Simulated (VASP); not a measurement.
Runs of VASP 6.6.1 on PtSe2. Symmetry: P-3m1, No. 164, trigonal system. Conventional cell: a = 3.729 Å, b = 3.729 Å, c = 5.277 Å, α = 90.00°, β = 90.00°, γ = 120.00°. Pt (site symmetry -3m) has 6 Se at 2.51 Å within 3.3 Å. Se (site symmetry 3m) has 3 Pt at 2.51 Å within 3.3 Å. 

| level | potentials or basis | k mesh | cutoff (eV) | smearing | grid for exact exchange (PRECFOCK) | share of exact exchange | screening parameter | gap on the mesh (eV) | pressure (GPa) | largest force (eV/Å) |
| --- | --- | --- | --- | --- | --- | --- | --- | --- | --- | --- |
| LDA | VASP PAW LDA potentials, release 64 (Pt, Se) | 6 × 6 × 4 | 500 | fermi-dirac 0.02 eV | - | - | - | none | (b) | 0.21 |
| PBEsol | VASP PAW PBE potentials, release 64 (Pt, Se) | 6 × 6 × 4 | 500 | methfessel-paxton 0.2 eV | - | - | - | none | -1.0 | 0.08 |
| PBEsol | VASP PAW PBE potentials, release 64 (Pt, Se) | 4 × 4 × 4 | 500 | fermi-dirac 0.02 eV | - | - | - | none | (a) | 0.03 |
| PBEsol | VASP PAW PBE potentials, release 64 (Pt, Se) | 6 × 6 × 4 | 500 | fermi-dirac 0.02 eV | - | - | - | none | -1.0 | 0.10 |
| PBEsol | VASP PAW PBE potentials, release 64 (Pt, Se) | 8 × 8 × 1 | 500 | fermi-dirac 0.02 eV | - | - | - | none | -1.5 | 0.18 |
| PBE-based screened hybrid | VASP PAW PBE potentials, release 64 (Pt, Se) | 6 × 6 × 2 | 400 | fermi-dirac 0.02 eV | Normal | 0.4 | 0.1 1/Å | 0.83 | -3.9 | 0.63 |
| HSE06 | VASP PAW PBE potentials, release 64 (Pt, Se) | 6 × 6 × 2 | 520 | fermi-dirac 0.02 eV | Normal | - | 0.2079 1/Å | 0.18 | -0.7 | 0.30 |

Alike in all rows: task single point; no spin polarisation; cell as given.

**Question.** Fill in the values left out.

**Answer.** (a) -1.2; (b) -3.2.

Caveats: some runs use coarse meshes; spin-orbit coupling is left out, which moves the levels of the heavy elements; the PAW data sets were made with another functional, which shifts forces and pressure a little (some runs).

A k mesh can miss the band edges, and the runs leave out spin-orbit coupling on Pt, Se.

A gap of «none» marks levels without a gap at the run's occupations.
